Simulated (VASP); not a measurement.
# TePb (Pm-3m) in VASP: notebook

Runs on TePb. Level: B3LYP. Tasks: single point.

All numbers are computed with VASP 6.6.1; they aren't measurements. Logs are shortened: lines on timing, memory, paths and dates and some standing lists are left out, and cuts for length are marked.

## (1) The cell of the first run

It takes space group Pm-3m (No. 221, cubic). The conventional cell has a = 3.921 Å, b = 3.921 Å, c = 3.921 Å, α = 90.00°, β = 90.00°, γ = 90.00°. Within 4.5 Å of Pb (site symmetry m-3m) lie 8 Te at 3.40 Å and 6 Pb at 3.92 Å. Te (site symmetry m-3m) has 8 Pb at 3.40 Å and 6 Te at 3.92 Å within 4.5 Å.

## (2) Single point, B3LYP

File POSCAR:

```
TePb
1.0
    3.9205847483      0.0000000000      0.0000000000
    0.0000000000      3.9205847483      0.0000000000
    0.0000000000      0.0000000000      3.9205847483
Pb Te
1 1
Direct
    0.0000000000      0.0000000000      0.0000000000
    0.5000000000      0.5000000000      0.5000000000
```

File INCAR.step1:

```
PREC = Accurate
ENCUT = 520
EDIFF = 1E-5
ISMEAR = -1
SIGMA = 0.05
LREAL = False
LASPH = True
NELM = 80
ALGO = Normal
ISIF = 2
LWAVE = True
LCHARG = False
NBANDS = 17
GGA = PE
```

File INCAR.step2:

```
PREC = Accurate
ENCUT = 520
EDIFF = 1E-6
ISMEAR = -1
SIGMA = 0.05
LREAL = False
LASPH = True
NELM = 80
ALGO = Normal
ISIF = 2
LWAVE = False
LCHARG = False
GGA = B3
LHFCALC = True
AEXX = 0.2
AGGAX = 0.72
AGGAC = 0.81
ALDAC = 0.19
PRECFOCK = Normal
NBANDS = 17
ISTART = 1
```

File KPOINTS:

```
regular mesh
0
Gamma
  4 4 4
```

Potentials or basis: VASP PAW PBE potentials, release 64 (Pb_d, Te).

Started as:

```bash
$ cat potpaw_PBE.64/Pb_d/POTCAR potpaw_PBE.64/Te/POTCAR > POTCAR
$ cp INCAR.step1 INCAR
$ mpirun -np 1 vasp_std > vasp.out
$ cp INCAR.step2 INCAR
$ mpirun -np 1 vasp_std > vasp.out
```

OUTCAR:

```text
PREC = Accurate
   ENCUT = 520
   EDIFF = 1E-6
   ISMEAR = -1
   LREAL = False
   LASPH = True
   NELM = 80
   ISIF = 2
   GGA = B3
   LHFCALC = True
   AEXX = 0.2
   PRECFOCK = Normal
   ISTART = 1

 ion  position               nearest neighbor table
   1  0.000  0.000  0.000-   2 3.40   2 3.40   2 3.40   2 3.40   2 3.40   2 3.40   2 3.40   2 3.40

   2  0.500  0.500  0.500-   1 3.40   1 3.40   1 3.40   1 3.40   1 3.40   1 3.40   1 3.40   1 3.40

  LATTYP: Found a simple cubic cell.
 ALAT       =     3.9205847483

  Lattice vectors:

 A1 = (   3.9205847483,   0.0000000000,   0.0000000000)
 A2 = (   0.0000000000,   3.9205847483,   0.0000000000)
 A3 = (   0.0000000000,   0.0000000000,   3.9205847483)

Analysis of symmetry for initial positions (statically):
=====================================================================
 Subroutine PRICEL returns:
 Original cell was already a primitive cell.

 Routine SETGRP: Setting up the symmetry group for a
 simple cubic supercell.

 Subroutine GETGRP returns: Found 48 space group operations
 (whereof 48 operations were pure point group operations)
 out of a pool of 48 trial point group operations.

The static configuration has the point symmetry O_h .

Analysis of symmetry for dynamics (positions and initial velocities):
=====================================================================
 Subroutine PRICEL returns:
 Original cell was already a primitive cell.

 Routine SETGRP: Setting up the symmetry group for a
 simple cubic supercell.

 Subroutine GETGRP returns: Found 48 space group operations
 (whereof 48 operations were pure point group operations)
 out of a pool of 48 trial point group operations.

The dynamic configuration has the point symmetry O_h .

 Subroutine INISYM returns: Found 48 space group operations
 (whereof 48 operations are pure point group operations),
 and found     1 'primitive' translations

----------------------------------------------------------------------------------------

                                     Primitive cell

  volume of cell :      60.2632

  direct lattice vectors                    reciprocal lattice vectors
     3.920584748  0.000000000  0.000000000     0.255063993  0.000000000  0.000000000
     0.000000000  3.920584748  0.000000000     0.000000000  0.255063993  0.000000000
     0.000000000  0.000000000  3.920584748     0.000000000  0.000000000  0.255063993

  length of vectors
     3.920584748  3.920584748  3.920584748     0.255063993  0.255063993  0.255063993

  position of ions in fractional coordinates (direct lattice)
     0.000000000  0.000000000  0.000000000
     0.500000000  0.500000000  0.500000000

  ion indices of the primitive-cell ions
   primitive index   ion index
                 1           1
                 2           2

----------------------------------------------------------------------------------------

 KPOINTS: regular mesh

Automatic generation of k-mesh.
 Grid dimensions read from file:
 generate k-points for:    4    4    4

 Generating k-lattice:

  Cartesian coordinates                     Fractional coordinates (reciprocal lattice)
     0.063765998  0.000000000  0.000000000     0.250000000  0.000000000  0.000000000
     0.000000000  0.063765998  0.000000000     0.000000000  0.250000000  0.000000000
     0.000000000  0.000000000  0.063765998     0.000000000  0.000000000  0.250000000

  Length of vectors
     0.063765998  0.063765998  0.063765998

  Shift w.r.t. Gamma in fractional coordinates (k-lattice)
     0.000000000  0.000000000  0.000000000

 Subroutine IBZKPT returns following result:
 ===========================================

 Found     10 irreducible k-points:

 Following reciprocal coordinates:
            Coordinates               Weight
  0.000000  0.000000  0.000000      1.000000
  0.250000  0.000000  0.000000      6.000000
  0.500000  0.000000  0.000000      3.000000
  0.250000  0.250000  0.000000     12.000000
  0.500000  0.250000  0.000000     12.000000
  0.500000  0.500000  0.000000      3.000000
  0.250000  0.250000  0.250000      8.000000
  0.500000  0.250000  0.250000     12.000000
  0.500000  0.500000  0.250000      6.000000
  0.500000  0.500000  0.500000      1.000000
   k-points           NKPTS =     10   k-points in BZ     NKDIM =     64   number of bands    NBANDS=     17
   number of dos      NEDOS =    301   number of ions     NIONS =      2
   total plane-waves  NPLWV =  27000
   dimension x,y,z NGX =    30 NGY =   30 NGZ =   30
   dimension x,y,z NGXF=    60 NGYF=   60 NGZF=   60
   ions per type =               1   1
   NGX,Y,Z   is equivalent  to a cutoff of  12.72, 12.72, 12.72 a.u.
   NGXF,Y,Z  is equivalent  to a cutoff of  25.44, 25.44, 25.44 a.u.
 SYSTEM =  unknown system
   PREC   = accura    normal or accurate (medium, high low for compatibility)
   ISTART =      1    job   : 0-new  1-cont  2-samecut
   ICHARG =      0    charge: 1-file 2-atom 10-const
   ISPIN  =      1    spin polarized calculation?
   LNONCOLLINEAR =      F non collinear calculations
   LSORBIT =      F    spin-orbit coupling
   LASPH  =      T    aspherical Exc in radial PAW
   ENCUT  =  520.0 eV  38.22 Ry    6.18 a.u.   7.29  7.29  7.29*2*pi/ulx,y,z
   NELM   =     80;   NELMIN=  2; NELMDL=  0     # of ELM steps
   EDIFF  = 0.1E-05   stopping-criterion for ELM
   LREAL  =      F    real-space projection
   EDIFFG = 0.1E-04   stopping-criterion for IOM
   NSW    =      0    number of steps for IOM
   IBRION =     -1    ionic relax: 0-MD 1-quasi-New 2-CG
   NFREE  =      0    steps in history (QN), initial steepest desc. (CG)
   ISIF   =      2    stress and relaxation
   ISYM   =      3    0-nonsym 1-usesym 2-fastsym
   POTIM  = 0.5000    time-step for ionic-motion
   TEBEG  =    0.0;   TEEND  =   0.0 temperature during run
   PSTRESS=    0.0 pullay stress
   NELECT =      20.0000    total number of electrons
   NUPDOWN=      -1.0000    fix difference up-down
   EMIN   =  10.00;   EMAX   =-10.00  energy-range for DOS
   EFERMI =   0.00;   METHOD = LEGACY
   ISMEAR =    -1;   SIGMA  =   0.05  broadening in eV -4-tet -1-fermi 0-gaus
   EFERMI_NEDOS =   21; number of points for ismear=-14 and -15
   IALGO  =     38    algorithm
   IMIX   =      1    mixing-type and parameters
     AMIX     =   0.40;   BMIX     =  1.00
     AMIX_MAG =   1.60;   BMIX_MAG =  1.00
  volume/ion in A,a.u.               =      30.13       203.34
  Fermi-wavevector in a.u.,A,eV,Ry     =   1.133446  2.141901 17.479388  1.284699
  Thomas-Fermi vector in A             =   2.270148
   LORBIT       =      0    0 simple, 1 ext, 2 COOP (PROOUT), +10 PAW based schemes
   GGA     = B3    functional components
   LHFCALC =     T    Hartree Fock is set to
   PRECFOCK=normal    Normal, Fast or Accurate (Low or Medium for compatibility)
   ENCUT4O =  -1.0   cutoff for four orbital integrals eV
   NKREDX  =     1    reduce k-point grid by
   NKREDY  =     1    reduce k-point grid by
   NKREDZ  =     1    reduce k-point grid by
   AEXX    =    0.2000 exact exchange contribution
   HFSCREEN=    0.0000 screening length (either q_TF or 0.3 A-1)
   HFSCREENC=   0.0000 screening length for correlation (either q_TF or 0.3 A-1)
   ENCUTFOCK=  -1.0 apply spherical cutoff to Coloumb kernel
   IVDW    =     0    specifies the selected vdW correction
   LEPSILON=     F    determine dielectric tensor
   LRPA    =     F    only Hartree local field effects (RPA)
 non-spin polarized calculation
  energy-cutoff  :      520.00
  volume of cell :       60.26
 maximum number of plane-waves:      1647
 NGX is ok and might be reduce to    30
  NGX = 24; NGY = 24; NGZ = 24

 number of electron      19.9999993 magnetization

 Free energy of the ion-electron system (eV)
  ---------------------------------------------------
  ext. energy  EPLUGINS =         0.00000000
  ---------------------------------------------------
  free energy    TOTEN  =        -7.57099842 eV

  energy without entropy =       -7.57080651  energy(sigma->0) =       -7.57090246

 E-fermi :   7.3343     XC(G=0):  -7.8786

 val. band max:        6.9648025688   @ k =   0.5000   0.2500   0.0000
 cond. band min:       7.6543711693   @ k =   0.5000   0.5000   0.0000
 fundamental gap:      0.6895686005
 Fermi energy:         7.3342775333

 k-point     1 :       0.0000    0.0000    0.0000
  band No.  band energies     occupation
      1     -11.9726      2.00000
      2     -11.9726      2.00000
      3     -11.8759      2.00000
      4     -11.8759      2.00000
      5     -11.8759      2.00000
      6      -6.7226      2.00000
[... 9 lines left out ...]
     16      19.1754      0.00000
     17      19.6197      0.00000

 k-point     2 :       0.2500    0.0000    0.0000
  band No.  band energies     occupation
      1     -11.9702      2.00000
      2     -11.9302      2.00000
      3     -11.8928      2.00000
      4     -11.8928      2.00000
      5     -11.8746      2.00000
      6      -6.1427      2.00000
[... 9 lines left out ...]
     16      17.1896      0.00000
     17      19.0856      0.00000

 k-point     3 :       0.5000    0.0000    0.0000
  band No.  band energies     occupation
      1     -11.9678      2.00000
      2     -11.9098      2.00000
      3     -11.9098      2.00000
      4     -11.8882      2.00000
      5     -11.8730      2.00000
      6      -5.0303      2.00000
[... 9 lines left out ...]
     16      20.0189      0.00000
     17      20.7146      0.00000

 k-point     4 :       0.2500    0.2500    0.0000
  band No.  band energies     occupation
      1     -11.9486      2.00000
      2     -11.9169      2.00000
      3     -11.9058      2.00000
      4     -11.8915      2.00000
      5     -11.8883      2.00000
      6      -5.5872      2.00000
[... 9 lines left out ...]
     16      16.4407      0.00000
     17      16.9471      0.00000

 k-point     5 :       0.5000    0.2500    0.0000
  band No.  band energies     occupation
      1     -11.9411      2.00000
      2     -11.9406      2.00000
      3     -11.9054      2.00000
      4     -11.8869      2.00000
      5     -11.8672      2.00000
      6      -4.6145      2.00000
[... 9 lines left out ...]
     16      17.2849      0.00000
     17      17.8699      0.00000

 k-point     6 :       0.5000    0.5000    0.0000
  band No.  band energies     occupation
      1     -11.9707      2.00000
      2     -11.9257      2.00000
      3     -11.9009      2.00000
      4     -11.9009      2.00000
      5     -11.8348      2.00000
      6      -4.0822      2.00000
[... 9 lines left out ...]
     16      15.9949      0.00000
     17      15.9949      0.00000

 k-point     7 :       0.2500    0.2500    0.2500
  band No.  band energies     occupation
      1     -11.9172      2.00000
      2     -11.9094      2.00000
      3     -11.9094      2.00000
      4     -11.9027      2.00000
      5     -11.9027      2.00000
      6      -5.0797      2.00000
[... 9 lines left out ...]
     16      16.8937      0.00000
     17      19.3077      0.00000

 k-point     8 :       0.5000    0.2500    0.2500
  band No.  band energies     occupation
      1     -11.9367      2.00000
      2     -11.9282      2.00000
      3     -11.9058      2.00000
      4     -11.9017      2.00000
      5     -11.8588      2.00000
      6      -4.2773      2.00000
[... 9 lines left out ...]
     16      17.2554      0.00000
     17      19.5358      0.00000

 k-point     9 :       0.5000    0.5000    0.2500
  band No.  band energies     occupation
      1     -11.9590      2.00000
      2     -11.9243      2.00000
      3     -11.9243      2.00000
      4     -11.8794      2.00000
      5     -11.8335      2.00000
      6      -3.8653      2.00000
[... 9 lines left out ...]
     16      19.4738      0.00000
     17      19.8400      0.00000

 k-point    10 :       0.5000    0.5000    0.5000
  band No.  band energies     occupation
      1     -11.9474      2.00000
      2     -11.9474      2.00000
      3     -11.9474      2.00000
      4     -11.8321      2.00000
      5     -11.8321      2.00000
      6      -3.6167      2.00000
[... 9 lines left out ...]
     16      22.9142      0.00000
     17      23.9415      0.00000

------------------------ aborting loop because EDIFF is reached ----------------------------------------

  FORCE on cell =-STRESS in cart. coord.  units (eV):
  Direction    XX          YY          ZZ          XY          YZ          ZX
  --------------------------------------------------------------------------------------
  -------------------------------------------------------------------------------------
  Total        2.4431608      2.4431608      2.4431608      0.0000000     -0.0000000      0.0000000
  in kB       64.9546285     64.9546285     64.9546285      0.0000000     -0.0000000      0.0000000
  external PRESSURE =      64.9546285 kB  Pullay stress =       0.0000000 kB

 VOLUME and BASIS-vectors are now :
 -----------------------------------------------------------------------------
  energy-cutoff  :      520.00
  volume of cell :       60.26
      direct lattice vectors                 reciprocal lattice vectors
     3.920584748  0.000000000  0.000000000     0.255063993  0.000000000  0.000000000
     0.000000000  3.920584748  0.000000000     0.000000000  0.255063993  0.000000000
     0.000000000  0.000000000  3.920584748     0.000000000  0.000000000  0.255063993

 POSITION                                       TOTAL-FORCE (eV/Angst)
 -----------------------------------------------------------------------------------
      0.00000      0.00000      0.00000         0.000000      0.000000      0.000000
      1.96029      1.96029      1.96029         0.000000      0.000000      0.000000
 -----------------------------------------------------------------------------------
    total drift:                               -0.000004      0.000002     -0.000001

  FREE ENERGIE OF THE ION-ELECTRON SYSTEM (eV)
  ---------------------------------------------------
  free  energy   TOTEN  =        -7.5709984215 eV

  energy  without entropy=       -7.5708065084  energy(sigma->0) =       -7.57090246
```

Run time: 21 min. Hardware: 1 thread of Intel Xeon 8259CL, shared host; peak memory 0.18 GiB.

What came out:

```
Free energy            : -7.5710 eV
Pressure               : 6.5 GPa
Band gap on the k mesh : zero (bands 10 and 11 overlap by 1.74 eV)
```

Levels at points of the mesh, in eV from the Fermi level:
```
           k point  band 7  band 8  band 9  band 10  band 11  band 12  band 13  band 14
(0.00, 0.00, 0.00)   -7.56   -2.34   -2.34    -2.34     4.78     4.78     6.30     6.30
(0.50, 0.00, 0.00)  -10.64   -1.06   -0.61    -0.61     0.68     2.78     2.78     6.18
(0.50, 0.50, 0.00)   -9.18   -5.56   -5.56     0.32     4.18     4.59     4.59     7.08
(0.50, 0.50, 0.50)   -8.27   -3.25   -3.25    -3.25    -1.42    -1.42    -1.42    15.58
```

Caveat: the k points lie up to 0.40 Å⁻¹ apart, too coarse for converged energies and pressures of a metal; the PAW data sets were made with another functional, which shifts forces and pressure a little; spin-orbit coupling is left out, which moves the levels of the heavy elements.

## (3) Single point, B3LYP

This run uses another cell than the first one, of 30.77 Å³/atom.

File POSCAR:

```
TePb
1.0
    3.9481954097      0.0000000000      0.0000000000
    0.0000000000      3.9481954097      0.0000000000
    0.0000000000      0.0000000000      3.9481954097
Pb Te
1 1
Direct
    0.0000000000      0.0000000000      0.0000000000
    0.5000000000      0.5000000000      0.5000000000
```

File INCAR.step1:

```
SYSTEM = TePb
PREC = Accurate ; ENCUT = 520
EDIFF = 1E-5 ; ISMEAR = -1
SIGMA = 0.05 ; LREAL = .False.
LASPH = .True. ; NELM = 60
ALGO = Normal ; ISIF = 2
LWAVE = .True. ; LCHARG = .False.
GGA = PE ; NBANDS = 17
```

File INCAR.step2:

```
SYSTEM = TePb
PREC = Accurate ; ENCUT = 520
EDIFF = 1E-7 ; ISMEAR = -1
SIGMA = 0.05 ; LREAL = .False.
LASPH = .True. ; NELM = 60
ALGO = Normal ; ISIF = 2
LWAVE = .False. ; LCHARG = .False.
GGA = B3 ; LHFCALC = .True.
AEXX = 0.2 ; AGGAX = 0.72
AGGAC = 0.81 ; ALDAC = 0.19
PRECFOCK = Normal ; ISTART = 1
NBANDS = 17
```

File KPOINTS:

```
regular mesh
0
Gamma
  4 4 4
  0 0 0
```

Potentials or basis: VASP PAW PBE potentials, release 64 (Pb_d, Te).

Started as:

```bash
$ cat potpaw_PBE.64/Pb_d/POTCAR potpaw_PBE.64/Te/POTCAR > POTCAR
$ cp INCAR.step1 INCAR
$ mpirun -np 1 vasp_std > vasp.out
$ cp INCAR.step2 INCAR
$ mpirun -np 1 vasp_std > vasp.out
```

Run time: 26 min. Hardware: 1 thread of Intel Xeon 8259CL, shared host; peak memory 0.19 GiB.

Results (log left out):

```
Free energy            : -7.6176 eV
Pressure               : 5.1 GPa
Band gap on the k mesh : zero (bands 10 and 11 overlap by 1.66 eV)
```

Levels at points of the mesh, in eV from the Fermi level:
```
           k point  band 7  band 8  band 9  band 10  band 11  band 12  band 13  band 14
(0.00, 0.00, 0.00)   -7.63   -2.28   -2.28    -2.28     4.81     4.81     6.15     6.15
(0.50, 0.00, 0.00)  -10.54   -1.11   -0.60    -0.60     0.64     2.76     2.76     6.22
(0.50, 0.50, 0.00)   -9.16   -5.43   -5.43     0.31     4.10     4.52     4.52     7.03
(0.50, 0.50, 0.50)   -8.29   -3.18   -3.18    -3.18    -1.35    -1.35    -1.35    15.34
```

Caveat: the k points lie up to 0.40 Å⁻¹ apart, too coarse for converged energies and pressures of a metal; the PAW data sets were made with another functional, which shifts forces and pressure a little; spin-orbit coupling is left out, which moves the levels of the heavy elements.

## (4) Single point, B3LYP

This run uses another cell than the first one, of 31.41 Å³/atom.

File POSCAR:

```
TePb
1.0
    3.9754252041      0.0000000000      0.0000000000
    0.0000000000      3.9754252041      0.0000000000
    0.0000000000      0.0000000000      3.9754252041
Pb Te
1 1
Direct
    0.0000000000      0.0000000000      0.0000000000
    0.5000000000      0.5000000000      0.5000000000
```

File INCAR.step1:

```
SYSTEM = TePb
ALGO = Normal
EDIFF = 1E-5
ENCUT = 520
GGA = PE
ISIF = 2
ISMEAR = -1
LASPH = .TRUE.
LREAL = .FALSE.
LWAVE = .TRUE.
NBANDS = 17
NELM = 80
PREC = Accurate
SIGMA = 0.05
```

File INCAR.step2:

```
SYSTEM = TePb
AEXX = 0.2
AGGAC = 0.81
AGGAX = 0.72
ALDAC = 0.19
ALGO = Normal
EDIFF = 1E-6
ENCUT = 520
GGA = B3
ISIF = 2
ISMEAR = -1
ISTART = 1
LASPH = .TRUE.
LCHARG = .TRUE.
LELF = .TRUE.
LHFCALC = .TRUE.
LREAL = .FALSE.
LVHAR = .TRUE.
LWAVE = .FALSE.
NBANDS = 17
NELM = 80
PREC = Accurate
PRECFOCK = Normal
SIGMA = 0.05
```

File KPOINTS:

```
k-points
0
G
  4 4 4
  0 0 0
```

Started as:

```bash
$ cat potpaw_PBE.64/Pb_d/POTCAR potpaw_PBE.64/Te/POTCAR > POTCAR
$ cp INCAR.step1 INCAR
$ mpirun -np 1 vasp_std > vasp.out
$ cp INCAR.step2 INCAR
$ mpirun -np 1 vasp_std > vasp.out
```

Run time: 22 min. Hardware: 1 thread of Intel Xeon 8259CL, shared host; peak memory 0.19 GiB.

The run converged. Its results:

* Free energy: -7.6540 eV
* Pressure: 3.9 GPa
* Band gap on the k mesh: zero (bands 10 and 11 overlap by 1.59 eV)

Levels at points of the mesh, in eV from the Fermi level:
```
           k point  band 7  band 8  band 9  band 10  band 11  band 12  band 13  band 14
(0.00, 0.00, 0.00)   -7.70   -2.23   -2.23    -2.23     4.84     4.84     6.01     6.01
(0.50, 0.00, 0.00)  -10.45   -1.15   -0.60    -0.60     0.61     2.74     2.74     6.26
(0.50, 0.50, 0.00)   -9.14   -5.29   -5.29     0.30     4.04     4.45     4.45     6.99
(0.50, 0.50, 0.50)   -8.32   -3.10   -3.10    -3.10    -1.28    -1.28    -1.28    15.11
```

Caveat: the k points lie up to 0.40 Å⁻¹ apart, too coarse for converged energies and pressures of a metal; the PAW data sets were made with another functional, which shifts forces and pressure a little; spin-orbit coupling is left out, which moves the levels of the heavy elements.

## (5) Summary

| cell | gap on the mesh (eV) | pressure (GPa) |
| --- | --- | --- |
| a = 3.921 Å, 2 atoms | none | 6.5 |
| a = 3.948 Å, 2 atoms | none | 5.1 |
| a = 3.975 Å, 2 atoms | none | 3.9 |

Alike in all rows: task single point; level B3LYP; potentials or basis VASP PAW PBE potentials, release 64 (Pb_d, Te); no spin polarisation; k mesh 4 × 4 × 4; cutoff (eV) 520; smearing fermi-dirac 0.05 eV.

Caveats: all runs use coarse meshes; the PAW data sets were made with another functional, which shifts forces and pressure a little; spin-orbit coupling is left out, which moves the levels of the heavy elements.

Absolute energies hang on the potentials; compare differences alone.

The gap in the log of VASP goes by the Fermi energy; the results here count the filled bands.